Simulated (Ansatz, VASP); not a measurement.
**V2GeO2 in VASP and in Ansatz**

Contents of INCAR:

```
PREC = Accurate
ENCUT = 520
EDIFF = 1E-6
ISMEAR = 0
SIGMA = 0.1
LREAL = False
LASPH = True
NELM = 150
ALGO = Normal
ISIF = 2
LWAVE = False
LCHARG = False
ISPIN = 2
MAGMOM = 1.44 1.44 0 0 0
LORBIT = 11
LMAXMIX = 4
GGA = PE
NBANDS = 38
```

KPOINTS

```
Automatic mesh
0
Gamma
  12 12 4
```

The input POSCAR:

```
V2GeO2
1.0
    3.0676139559      0.0000000000      0.0000000000
   -1.5338069779      2.6566316149      0.0000000000
    0.0000000000      0.0000000000      8.6934491583
V Ge O
2 1 2
Direct
    0.3333333333      0.6666666667      0.2394402925
    0.6666666667      0.3333333333      0.7605597075
    0.0000000000      0.0000000000      0.0000000000
    0.6666666667      0.3333333333      0.3220415745
    0.3333333333      0.6666666667      0.6779584255
```

Input for Ansatz:

```yaml
crystal:
  lattice:
    - [3.0676139559, 0.0, 0.0]
    - [-1.5338069779, 2.6566316149, 0.0]
    - [0.0, 0.0, 8.6934491583]
  atoms:
    - { symbol: V, position: [0.3333333333, 0.6666666667, 0.2394402925], spin: 1.44 }
    - { symbol: V, position: [0.6666666667, 0.3333333333, 0.7605597075], spin: 1.44 }
    - { symbol: Ge, position: [0.0, 0.0, 0.0] }
    - { symbol: O, position: [0.6666666667, 0.3333333333, 0.3220415745] }
    - { symbol: O, position: [0.3333333333, 0.6666666667, 0.6779584255] }
basis:
  ecutwfc: 420
kpoints:
  mp_grid: { grid: [12, 12, 4] }
  band_path:
    path:
      - [[0.0, 0.0, 0.0], [0.5, 0.0, 0.0], [0.33333333, 0.33333333, 0.0], [0.0, 0.0, 0.0], [0.0, 0.0, 0.5], [0.5, 0.0, 0.5], [0.33333333, 0.33333333, 0.5], [0.0, 0.0, 0.5]]
      - [[0.5, 0.0, 0.5], [0.5, 0.0, 0.0]]
      - [[0.33333333, 0.33333333, 0.5], [0.33333333, 0.33333333, 0.0]]
    npoints: 14
hamiltonian:
  xc: pbe
scf:
  occupations: { method: gaussian, width: 0.1 }
  n_extra_bands: 12
output:
  forces: true
  stress: true
  eigenvalues: true
  populations: true
  dos: { projected: true, de: 0.02, nscf_kmesh: { grid: [15, 15, 5] } }
  bader: true
  write_density: true
  write_potential: true
  elf: true
  volumetric_format: npy
magnetization:
  spin_polarized: true
checkpoint:
  read: start.run
  write: ck
  compress: false
  write_wavefunctions: false
  write_every: 100000
```

Alike in both runs: task single point; functional PBE; k mesh 12 × 12 × 4; occupations gaussian, width 0.1 eV; collinear spin.

```csv
,VASP,Ansatz
version,VASP 6.6.1,Ansatz 0.2.0
potentials or method,"VASP PAW PBE potentials, release 64 (V_sv, Ge_d, O), cutoff 520 eV","scalar-relativistic, plane waves, PAW"
valence electrons in the cell,52,52
```

Ansatz gave:

* gap on the k mesh at the Fermi level (eV): none
* pressure (GPa): 0.0
* traceless stress, the component that is largest in VASP (GPa): 0.04
* rms of the force components (eV/Å): 0.000
* net moment per atom (μB): 0.72
* size of the moment on the site where the two differ most (μB): 1.31

Question: Estimate VASP's values.

Answer: gap on the k mesh at the Fermi level (eV): none; pressure (GPa): 0.6; traceless stress, the component that is largest in VASP (GPa): -0.38; rms of the force components (eV/Å): 0.032; net moment per atom (μB): 0.72; size of the moment on the site where the two differ most (μB): 1.71.

Site moments also hang on the region over which each program counts them. Atom by atom the forces differ by 0.032 eV/Å (rms over components). A gap of «none» marks a metal or a gap that the smearing closes. Ansatz's warnings: stability check not made.
